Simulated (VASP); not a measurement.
# SnO2 (R-3m) in VASP: a series of runs, part 2 of 2

VASP 6.6.1. Earlier steps stand in the parts before.

## Step 4: Single point, HSE06 (strain along [111] -5.5%)

Input file POSCAR:

```
SnO2
1.0
   -0.0922181978      2.4412487738      2.4412487738
    2.4412487738     -0.0922181978      2.4412487738
    2.4412487738      2.4412487738     -0.0922181978
Sn O
1 2
Direct
    0.0000000000      0.0000000000      0.0000000000
    0.2523282179      0.2523282179      0.2523282179
    0.7476717821      0.7476717821      0.7476717821
```

Input file INCAR.step1:

```
SYSTEM = SnO2
PREC = Accurate
ENCUT = 520
EDIFF = 1E-5
ISMEAR = 0
SIGMA = 0.01
LREAL = .FALSE.
LASPH = .TRUE.
NELM = 100
ALGO = Normal
ISIF = 2
LWAVE = .TRUE.
GGA = PE
NBANDS = 20
```

Input file INCAR.step2:

```
SYSTEM = SnO2
PREC = Accurate
ENCUT = 520
EDIFF = 1E-6
ISMEAR = 0
SIGMA = 0.01
LREAL = .FALSE.
LASPH = .TRUE.
NELM = 100
ALGO = Normal
ISIF = 2
LWAVE = .FALSE.
LCHARG = .TRUE.
GGA = PE
LHFCALC = .TRUE.
HFSCREEN = 0.2079
PRECFOCK = Normal
LELF = .TRUE.
LVHAR = .TRUE.
ISTART = 1
NBANDS = 20
```

Input file KPOINTS:

```
Automatic mesh
0
G
  6 6 6
  0 0 0
```

Potentials or basis: VASP PAW PBE potentials, release 64 (Sn_d, O).

Launch:

```
cat potpaw_PBE.64/Sn_d/POTCAR potpaw_PBE.64/O/POTCAR > POTCAR
cp INCAR.step1 INCAR
mpirun -np 1 vasp_std > vasp.out
cp INCAR.step2 INCAR
mpirun -np 1 vasp_std > vasp.out
```

OUTCAR:

```text
SYSTEM = SnO2
   PREC = Accurate
   ENCUT = 520
   EDIFF = 1E-6
   ISMEAR = 0
   LREAL = .FALSE.
   LASPH = .TRUE.
   NELM = 100
   ISIF = 2
   GGA = PE
   LHFCALC = .TRUE.
   HFSCREEN = 0.2079
   PRECFOCK = Normal
   ISTART = 1

 ion  position               nearest neighbor table
   1  0.000  0.000  0.000-   2 2.09   3 2.09   3 2.18   3 2.18   3 2.18   2 2.18   2 2.18   2 2.18

   2  0.252  0.252  0.252-   1 2.09   1 2.18   1 2.18   1 2.18
   3  0.748  0.748  0.748-   1 2.09   1 2.18   1 2.18   1 2.18

  LATTYP: Found a trigonal (rhomboedric) cell.
 ALAT       =     3.4536785240
 COS(alpha) =     0.4618954384

  Lattice vectors:

 A1 = (  -0.0922181978,   2.4412487738,   2.4412487738)
 A2 = (   2.4412487738,  -0.0922181978,   2.4412487738)
 A3 = (   2.4412487738,   2.4412487738,  -0.0922181978)

Analysis of symmetry for initial positions (statically):
=====================================================================
 Subroutine PRICEL returns:
 Original cell was already a primitive cell.

 Routine SETGRP: Setting up the symmetry group for a
 trigonal (rhombohedral) supercell.

 Subroutine GETGRP returns: Found 12 space group operations
 (whereof 12 operations were pure point group operations)
 out of a pool of 12 trial point group operations.

The static configuration has the point symmetry D_3d.

Analysis of symmetry for dynamics (positions and initial velocities):
=====================================================================
 Subroutine PRICEL returns:
 Original cell was already a primitive cell.

 Routine SETGRP: Setting up the symmetry group for a
 trigonal (rhombohedral) supercell.

 Subroutine GETGRP returns: Found 12 space group operations
 (whereof 12 operations were pure point group operations)
 out of a pool of 12 trial point group operations.

The dynamic configuration has the point symmetry D_3d.

 Subroutine INISYM returns: Found 12 space group operations
 (whereof 12 operations are pure point group operations),
 and found     1 'primitive' translations

----------------------------------------------------------------------------------------

                                     Primitive cell

  volume of cell :      30.7462

  direct lattice vectors                    reciprocal lattice vectors
    -0.092218198  2.441248774  2.441248774    -0.193558649  0.201157371  0.201157371
     2.441248774 -0.092218198  2.441248774     0.201157371 -0.193558649  0.201157371
     2.441248774  2.441248774 -0.092218198     0.201157371  0.201157371 -0.193558649

  length of vectors
     3.453678524  3.453678524  3.453678524     0.344083604  0.344083604  0.344083604

  position of ions in fractional coordinates (direct lattice)
     0.000000000  0.000000000  0.000000000
     0.252328218  0.252328218  0.252328218
     0.747671782  0.747671782  0.747671782

  ion indices of the primitive-cell ions
   primitive index   ion index
                 1           1
                 2           2
                 3           3

----------------------------------------------------------------------------------------

 KPOINTS: Automatic mesh

Automatic generation of k-mesh.
 Grid dimensions read from file:
 generate k-points for:    6    6    6

 Generating k-lattice:

  Cartesian coordinates                     Fractional coordinates (reciprocal lattice)
    -0.032259775  0.033526228  0.033526228     0.166666667  0.000000000  0.000000000
     0.033526228 -0.032259775  0.033526228     0.000000000  0.166666667  0.000000000
     0.033526228  0.033526228 -0.032259775     0.000000000  0.000000000  0.166666667

  Length of vectors
     0.057347267  0.057347267  0.057347267

  Shift w.r.t. Gamma in fractional coordinates (k-lattice)
     0.000000000  0.000000000  0.000000000

 Subroutine IBZKPT returns following result:
 ===========================================

 Found     32 irreducible k-points:

 Following reciprocal coordinates:
            Coordinates               Weight
  0.000000  0.000000  0.000000      1.000000
  0.166667  0.000000  0.000000      6.000000
  0.333333  0.000000  0.000000      6.000000
  0.500000 -0.000000  0.000000      3.000000
  0.166667  0.166667 -0.000000      6.000000
  0.333333  0.166667 -0.000000     12.000000
[... 16 lines left out ...]
  0.500000  0.500000  0.166667      6.000000
 -0.333333  0.500000  0.166667     12.000000
 [... further k-points ...]
   k-points           NKPTS =     32   k-points in BZ     NKDIM =    216   number of bands    NBANDS=     20
   number of dos      NEDOS =    301   number of ions     NIONS =      3
   total plane-waves  NPLWV =  21952
   dimension x,y,z NGX =    28 NGY =   28 NGZ =   28
   dimension x,y,z NGXF=    56 NGYF=   56 NGZF=   56
   ions per type =               1   2
   NGX,Y,Z   is equivalent  to a cutoff of  13.48, 13.48, 13.48 a.u.
   NGXF,Y,Z  is equivalent  to a cutoff of  26.96, 26.96, 26.96 a.u.
 SYSTEM =  SnO2
   PREC   = accura    normal or accurate (medium, high low for compatibility)
   ISTART =      1    job   : 0-new  1-cont  2-samecut
   ICHARG =      0    charge: 1-file 2-atom 10-const
   ISPIN  =      1    spin polarized calculation?
   LNONCOLLINEAR =      F non collinear calculations
   LSORBIT =      F    spin-orbit coupling
   LASPH  =      T    aspherical Exc in radial PAW
   ENCUT  =  520.0 eV  38.22 Ry    6.18 a.u.   6.42  6.42  6.42*2*pi/ulx,y,z
   NELM   =    100;   NELMIN=  2; NELMDL=  0     # of ELM steps
   EDIFF  = 0.1E-05   stopping-criterion for ELM
   LREAL  =      F    real-space projection
   EDIFFG = 0.1E-04   stopping-criterion for IOM
   NSW    =      0    number of steps for IOM
   IBRION =     -1    ionic relax: 0-MD 1-quasi-New 2-CG
   NFREE  =      0    steps in history (QN), initial steepest desc. (CG)
   ISIF   =      2    stress and relaxation
   ISYM   =      3    0-nonsym 1-usesym 2-fastsym
   POTIM  = 0.5000    time-step for ionic-motion
   TEBEG  =    0.0;   TEEND  =   0.0 temperature during run
   PSTRESS=    0.0 pullay stress
   NELECT =      26.0000    total number of electrons
   NUPDOWN=      -1.0000    fix difference up-down
   EMIN   =  10.00;   EMAX   =-10.00  energy-range for DOS
   EFERMI =   0.00;   METHOD = LEGACY
   ISMEAR =     0;   SIGMA  =   0.01  broadening in eV -4-tet -1-fermi 0-gaus
   EFERMI_NEDOS =   21; number of points for ismear=-14 and -15
   IALGO  =     38    algorithm
   IMIX   =      1    mixing-type and parameters
     AMIX     =   0.40;   BMIX     =  1.00
     AMIX_MAG =   1.60;   BMIX_MAG =  1.00
  volume/ion in A,a.u.               =      10.25        69.16
  Fermi-wavevector in a.u.,A,eV,Ry     =   1.548111  2.925506 32.608382  2.396648
  Thomas-Fermi vector in A             =   2.653108
   LORBIT       =      0    0 simple, 1 ext, 2 COOP (PROOUT), +10 PAW based schemes
   GGA     = PE    functional components
   LHFCALC =     T    Hartree Fock is set to
   PRECFOCK=normal    Normal, Fast or Accurate (Low or Medium for compatibility)
   ENCUT4O =  -1.0   cutoff for four orbital integrals eV
   NKREDX  =     1    reduce k-point grid by
   NKREDY  =     1    reduce k-point grid by
   NKREDZ  =     1    reduce k-point grid by
   AEXX    =    0.2500 exact exchange contribution
   HFSCREEN=    0.2079 screening length (either q_TF or 0.3 A-1)
   HFSCREENC=   0.2079 screening length for correlation (either q_TF or 0.3 A-1)
   ENCUTFOCK=  -1.0 apply spherical cutoff to Coloumb kernel
   IVDW    =     0    specifies the selected vdW correction
   LEPSILON=     F    determine dielectric tensor
   LRPA    =     F    only Hartree local field effects (RPA)
 non-spin polarized calculation
 Gauss-broadening in eV      SIGMA  =   0.01
  energy-cutoff  :      520.00
  volume of cell :       30.75
 maximum number of plane-waves:       857
 NGX is ok and might be reduce to    28
  NGX = 20; NGY = 20; NGZ = 20

 number of electron      25.9999998 magnetization

 Free energy of the ion-electron system (eV)
  ---------------------------------------------------
  ext. energy  EPLUGINS =         0.00000000
  ---------------------------------------------------
  free energy    TOTEN  =       -22.70466329 eV

  energy without entropy =      -22.70466329  energy(sigma->0) =      -22.70466329

 E-fermi :   7.8063     XC(G=0):  -9.9944

 val. band max:        7.7373172481   @ k =  -0.3333   0.5000   0.1667
 cond. band min:      10.1455273156   @ k =   0.0000   0.0000   0.0000
 fundamental gap:      2.4082100675
 Fermi energy:         7.8063012952

 k-point     1 :       0.0000    0.0000    0.0000
  band No.  band energies     occupation
      1     -14.4549      2.00000
      2     -14.3185      2.00000
      3     -14.3185      2.00000
      4     -14.1034      2.00000
      5     -14.0569      2.00000
      6     -14.0569      2.00000
[... 541 lines left out ...]
     19      27.5077      0.00000
     20      28.2035      0.00000

 [... further k-points ...]
[... 5 lines left out ...]
  --------------------------------------------------------------------------------------
  -------------------------------------------------------------------------------------
  Total        2.5537882      2.5537882      2.5537882      0.2500256      0.2500256      0.2500256
  in kB      133.0773452    133.0773452    133.0773452     13.0287777     13.0287777     13.0287777
  external PRESSURE =     133.0773452 kB  Pullay stress =       0.0000000 kB

 VOLUME and BASIS-vectors are now :
 -----------------------------------------------------------------------------
  energy-cutoff  :      520.00
  volume of cell :       30.75
      direct lattice vectors                 reciprocal lattice vectors
    -0.092218198  2.441248774  2.441248774    -0.193558649  0.201157371  0.201157371
     2.441248774 -0.092218198  2.441248774     0.201157371 -0.193558649  0.201157371
     2.441248774  2.441248774 -0.092218198     0.201157371  0.201157371 -0.193558649

 POSITION                                       TOTAL-FORCE (eV/Angst)
 -----------------------------------------------------------------------------------
      0.00000      0.00000      0.00000         0.000000      0.000000      0.000000
      1.20872      1.20872      1.20872        -0.021264     -0.021264     -0.021264
      3.58156      3.58156      3.58156         0.021264      0.021264      0.021264
 -----------------------------------------------------------------------------------
    total drift:                               -0.000000     -0.000001     -0.000000

  FREE ENERGIE OF THE ION-ELECTRON SYSTEM (eV)
  ---------------------------------------------------
  free  energy   TOTEN  =       -22.7046632936 eV

  energy  without entropy=      -22.7046632936  energy(sigma->0) =      -22.70466329
```

Wall time 1.5 h (1 thread of AMD EPYC 9R45 (Zen 5), shared host); peak memory 0.25 GiB.

What came out:

```
Free energy            : -22.7047 eV
Pressure               : 13.3 GPa
Largest force          : 0.037 eV/Å
Band gap on the k mesh : 2.41 eV, indirect (least direct gap 3.88 eV)
```

Forces on the atoms (eV/Å):
```
Sn   0.000  0.000  0.000
O   -0.021 -0.021 -0.021
O    0.021  0.021  0.021
```

Levels at points of the mesh, in eV from the valence-band top:
```
           k point  band 11  band 12  band 13  band 14  band 15  band 16
(0.00, 0.00, 0.00)    -1.77    -1.47    -1.47     2.41     8.67     8.67
(0.50, 0.00, 0.00)    -3.77    -2.38    -2.36     7.26     9.98    12.60
(0.50, 0.50, 0.00)    -0.24    -0.17    -0.16     5.23     9.53    12.17
(0.50, 0.50, 0.50)    -4.03    -2.61    -2.61     7.38    10.37    13.07
```

Caveat: the cell differs from its parent crystal (strain along [111] -5.5%); the PAW data sets were made with another functional, which shifts forces and pressure a little; spin-orbit coupling is left out, which moves the levels of the heavy elements. A k mesh can miss the band edges.

## Step 5: Overview

```tsv
level	k mesh	cutoff (eV)	smearing	grid for exact exchange (PRECFOCK)	screening parameter	gap on the mesh (eV)	pressure (GPa)	largest force (eV/Å)
r2SCAN	8 × 8 × 8	520	gaussian 0.01 eV	-	-	1.51	16.7	0.03
PBE	8 × 8 × 8	600	fermi-dirac 0.02 eV	-	-	0.90	25.1	0.08
HSE06	6 × 6 × 6	520	gaussian 0.01 eV	Normal	0.2079 1/Å	2.41	13.3	0.04
```

Alike in all rows: task single point; potentials or basis VASP PAW PBE potentials, release 64 (Sn_d, O); no spin polarisation; cell as given.

Caveats: spin-orbit coupling is left out, which moves the levels of the heavy elements; the PAW data sets were made with another functional, which shifts forces and pressure a little (some runs).

Total energies depend on the potentials used, so only differences within one code and one set of settings carry meaning.
